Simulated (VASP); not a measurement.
The system is Si3P4.

```
Si P
1.0
     9.45395    0.00000    0.00000
    -4.72698    8.18737    0.00000
     0.00000    0.00000    3.62088
Si P
6 8
Direct
  0.82915 0.23548 0.75000
  0.59366 0.82915 0.25000
  0.23548 0.40634 0.25000
  0.76452 0.59366 0.75000
  0.40634 0.17085 0.75000
  0.17085 0.76452 0.25000
  0.66667 0.33333 0.75000
  0.33333 0.66667 0.25000
  0.66963 0.97272 0.75000
  0.69691 0.66963 0.25000
  0.97272 0.30309 0.25000
  0.02728 0.69691 0.75000
  0.33037 0.02728 0.25000
  0.30309 0.33037 0.75000
```

| Property | Result |
| --- | --- |
| Program | VASP 6.6.1 |
| Task | relaxation of cell and atoms |
| Functional | PBE |
| Potentials or basis | VASP PAW PBE potentials, release 64 (Si, P) |
| Cutoff | 600 eV |
| k mesh | 3 × 3 × 6 |
| Occupations | gaussian, width 0.1 eV |
| Spin | no spin polarisation |

At the start: pressure 9.8 GPa; volume 20.02 Å³/atom.

Task: Where does the relaxation end?

Result: Over 35 steps the energy falls by 92.5 meV/atom and the volume is 21.75 Å³/atom (+8.6 %); space group P6_3/m (No. 176, to 0.05 Å).

Step by step:
```
step  energy change (eV)  largest force (eV/Å)  pressure (GPa)  volume (Å³)
   1              0.0000                0.4527            9.84       280.27
   2             -0.3010                0.1711           -5.66       333.18
   3             -0.7853                0.1827           -0.20       307.93
   4             -0.7854                0.1857           -0.05       307.36
   5             -0.8077                0.2262           -0.04       307.38
   6             -0.8201                0.2866           -0.01       307.38
   7             -0.8338                0.2310           -0.04       307.38
   8             -0.8513                0.2720           -0.13       307.35
   9             -0.8678                0.2719           -0.08       307.04
  10             -0.9146                0.2823            0.06       306.14
  11             -0.9887                0.4499            0.38       304.33
  12             -0.9919                0.8527            1.27       300.73
  13             -1.0206                0.6329            0.74       302.68
  14             -1.0475                0.5848            0.58       303.09
  15             -1.1044                0.4707            0.10       304.34
  16             -1.0852                0.4632           -0.77       306.85
  17             -1.1203                0.4285           -0.23       305.28
  18             -1.1479                0.3470           -0.22       304.91
  19             -1.1824                0.2847           -0.09       303.78
  20             -1.1962                0.1856            0.01       303.20
  21             -1.2004                0.1274            0.11       302.66
  22             -1.2060                0.1216            0.04       302.98
  23             -1.2189                0.1053           -0.17       303.95
  24             -1.2271                0.0799           -0.58       305.88
  25             -1.2301                0.0857           -0.52       305.70
  26             -1.2383                0.1026           -0.35       305.13
  27             -1.2496                0.1354           -0.01       304.01
  28             -1.2524                0.1981            0.68       301.78
  29             -1.2545                0.1740            0.41       302.66
  30             -1.2684                0.1361            0.27       303.20
  31             -1.2886                0.1006           -0.16       304.81
  32             -1.2886                0.1067           -0.19       304.93
  33             -1.2921                0.0749            0.03       304.22
  34             -1.2931                0.0477            0.22       303.61
  35             -1.2949                0.0323            0.04       304.47
```

Final structure:
```
CELL_PARAMETERS angstrom
9.76832 0.00000 0.00000
-4.88416 8.45961 0.00000
0.00000 0.00000 3.68445
ATOMIC_POSITIONS crystal
Si 0.82556 0.22785 0.75000
Si 0.59771 0.82556 0.25000
Si 0.22785 0.40229 0.25000
Si 0.77215 0.59771 0.75000
Si 0.40229 0.17444 0.75000
Si 0.17444 0.77215 0.25000
P 0.66667 0.33333 0.75000
P 0.33333 0.66667 0.25000
P 0.62829 0.97307 0.75000
P 0.65522 0.62829 0.25000
P 0.97307 0.34478 0.25000
P 0.02693 0.65522 0.75000
P 0.37171 0.02693 0.25000
P 0.34478 0.37171 0.75000
```
